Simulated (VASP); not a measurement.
SiNi2: single point with PBE

Crystal: SiNi2.

```
Si Ni
1.0
     3.01598    0.00000    0.00000
     0.00000    3.01598    0.00000
     0.00000    0.00000    4.68322
Si Ni
1 2
Cartesian
  0.0000 0.0000 1.8724
  0.0000 0.0000 4.1275
  1.5080 1.5080 3.4272
```

The cell was generated, and may not be a known phase.

```
Program                : VASP 6.6.1
Task                   : single point
Functional             : PBE
Potentials or basis    : VASP PAW PBE potentials, release 64 (Si, Ni)
Cutoff                 : 600 eV
k mesh                 : 6 × 6 × 4
Occupations            : gaussian, width 0.1 eV
Spin                   : collinear spin, ferromagnetic start
Starting moments       : [0.0, 2.0, 2.0] μB
Dipole correction      : no
Further INCAR settings : ALGO = Normal; EDIFF = 1e-06; NBANDS = 23
```

```json
{"Pressure": "2.5 GPa", "Largest force": "2.516 eV/Å", "Net moment": "0.57 μB per cell", "Site moments": "Si +0.02; Ni +0.29, +0.24 μB", "Valence electrons inside the program's atomic spheres": "Si 1.53; Ni 9.48, 9.39"}
```

Forces in eV/Å, atoms in the order of the input:
```
Si   0.000  0.000 -0.255
Ni   0.000  0.000  2.516
Ni   0.000  0.000 -2.261
```

Stress tensor (GPa, compression positive):
```
 7.02  0.00  0.00
 0.00  7.02  0.00
 0.00  0.00 -6.68
```

Levels at points of the mesh, in eV from the Fermi level:
Spin up:
```csv
k point,band 8,band 9,band 10,band 11,band 12,band 13,band 14,band 15,band 16,band 17
"(0.00, 0.00, 0.00)",-1.46,-1.45,-1.45,-0.46,-0.10,0.21,4.04,4.04,7.34,9.39
"(0.50, 0.00, 0.00)",-1.36,-1.13,-0.69,-0.68,-0.62,-0.27,1.76,3.47,5.16,6.38
"(0.50, 0.50, 0.00)",-1.71,-1.69,-1.69,-1.00,-0.99,-0.10,2.08,2.64,4.98,4.98
"(0.00, 0.00, 0.50)",-1.97,-1.42,-1.42,-0.49,0.21,5.02,5.02,5.84,6.79,7.23
"(0.50, 0.00, 0.50)",-2.29,-0.90,-0.67,-0.61,-0.32,-0.17,-0.17,6.73,8.08,9.46
"(0.50, 0.50, 0.50)",-1.87,-1.52,-1.00,-0.99,-0.05,-0.05,1.87,1.87,2.20,3.21
```
Spin down:
| k point | band 10 | band 11 | band 12 | band 13 | band 14 | band 15 |
| --- | --- | --- | --- | --- | --- | --- |
| (0.00, 0.00, 0.00) | -1.21 | -0.25 | 0.13 | 0.60 | 4.10 | 4.10 |
| (0.50, 0.00, 0.00) | -0.39 | -0.35 | -0.35 | -0.13 | 1.82 | 3.59 |
| (0.50, 0.50, 0.00) | -1.42 | -0.84 | -0.75 | 0.10 | 2.20 | 2.77 |
| (0.00, 0.00, 0.50) | -1.18 | -0.29 | 0.59 | 5.10 | 5.10 | 5.95 |
| (0.50, 0.00, 0.50) | -0.34 | -0.32 | -0.20 | 0.05 | 0.13 | 6.81 |
| (0.50, 0.50, 0.50) | -0.84 | -0.75 | 0.12 | 0.12 | 1.95 | 1.95 |

It took 62 s on 1 thread of Intel(R) Xeon(R) 6975P-C (Granite Rapids), with other jobs on the host, peak memory 0.2 GiB.

Caveat: the stress differs along the axes, from -7 to 7 GPa; forces of over 1 eV/Å act on the atoms, so gaps and moduli don't describe the material at rest.
